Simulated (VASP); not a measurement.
## YbNi4: single point with PBE

The system is YbNi4.

```
CELL_PARAMETERS angstrom
0.00000 3.85420 0.00000
3.85420 0.00000 0.00000
1.92710 1.92710 -4.66747
ATOMIC_POSITIONS crystal
Ni 0.38000 0.38000 0.24000
Ni 0.62000 0.62000 0.76000
Ni 0.75000 0.25000 0.50000
Ni 0.25000 0.75000 0.50000
Yb 0.00000 0.00000 0.00000
```

| Property | Result |
| --- | --- |
| Program | VASP 6.6.1 |
| Task | single point |
| Functional | PBE |
| Potentials or basis | VASP PAW PBE potentials, release 64 (Ni, Yb) |
| Cutoff | 520 eV |
| k mesh | 6 × 6 × 6 |
| Occupations | fermi-dirac, width 0.1 eV |
| Spin | collinear spin, ferromagnetic start |
| Starting moments | [0.43, 0.43, 0.36, 0.36, 0.28] μB |
| Dipole correction | no |
| k mesh for the DOS | 9 × 9 × 9 |
| Occupations for the DOS | tetrahedron |
| Further INCAR settings | ALGO = Normal; EDIFF = 1e-07 |

* Net moment: -0.04 μB per cell
* Site moments: Ni +0.06, +0.04 (each value once); Yb -0.04 μB
* Valence electrons inside the program's atomic spheres: Ni 9.38, 9.32 (each value once); Yb 22.38

Levels at points of the mesh, in eV from the Fermi level:
Spin up:
```tsv
k point	band 29	band 30	band 31	band 32	band 33	band 34	band 35	band 36
(0.00, 0.00, 0.00)	-0.24	-0.24	-0.24	-0.22	0.72	2.14	2.14	2.20
```
Spin down:
```
           k point  band 30  band 31  band 32  band 33  band 34  band 35
(0.00, 0.00, 0.00)    -0.35    -0.33    -0.24     0.74     2.15     2.15
```

Wall time 26 min on 1 thread of AMD EPYC 9R14 (Zen 4), on a shared host, peak memory 0.41 GiB.

Caveat: spin-orbit coupling is left out, which moves the levels of the heavy elements. The state reached can hang on the start; a lower one may exist.
